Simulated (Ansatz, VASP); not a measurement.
## Two plane-wave programs on Ge

```
Ge
1.0
    -1.68099    1.68099    1.68099
     1.68099   -1.68099    1.68099
     1.68099    1.68099   -1.68099
Ge
1
Direct
  0.00000 0.00000 0.00000
```

Alike in both runs: task relaxation of cell and atoms; functional LDA; k mesh 17 × 17 × 17; occupations fermi-dirac, width 0.08 eV; no spin polarisation.

|  | VASP | Ansatz |
| --- | --- | --- |
| version | VASP 6.6.1 | Ansatz 0.2.0 |
| potentials or method | VASP PAW LDA potentials, release 64 (Ge_d) | PAW with Ansatz's default frozen-core files, scalar-relativistic |
| plane-wave cutoff (eV) | 500 | 420 |
| valence electrons in the cell | 14 | 14 |

VASP gave:

* relaxed volume (Å³/atom): 17.82
* relaxed cell length with the largest relative difference (Å): 2.850

Problem. Which values does Ansatz return?

Solution. Relaxed volume (Å³/atom): 17.79; relaxed cell length with the largest relative difference (Å): 2.848.

LDA's correlation is that of Perdew and Zunger in VASP and of Perdew and Wang (1992) in Ansatz.
